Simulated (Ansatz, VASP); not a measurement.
## H: VASP beside Ansatz

```
H
1.0
    -1.77697    1.77697    2.24125
     1.77697   -1.77697    2.24125
     1.77697    1.77697   -2.24125
H
2
Direct
  0.91531 0.91531 0.00000
  0.08469 0.08469 0.00000
```

Alike in both runs: functional PBEsol; k mesh 10 × 10 × 10; no spin polarisation.

Ansatz relaxed the structure, and its values are those at the end. VASP's run is a single point on that final structure, the one shown.

|  | VASP | Ansatz |
| --- | --- | --- |
| version | VASP 6.6.1 | Ansatz 0.2.0 |
| potentials or method | VASP PAW PBE potentials, release 64 (H), cutoff 520 eV | scalar-relativistic, plane waves, PAW |
| occupations | gaussian, width 0.01 eV | fixed |
| valence electrons in the cell | 2 | 2 |

|  | VASP | Ansatz | Ansatz less VASP |
| --- | --- | --- | --- |
| gap on the k mesh at the Fermi level (eV) | 8.97 | 8.97 | +0.002 |
| least direct gap on the mesh (eV) | 9.55 | 9.56 | +0.003 |
| pressure (GPa) | -0.1 | 0.0 | +0.15 |

VASP's potentials were made for PBE, not for PBEsol.
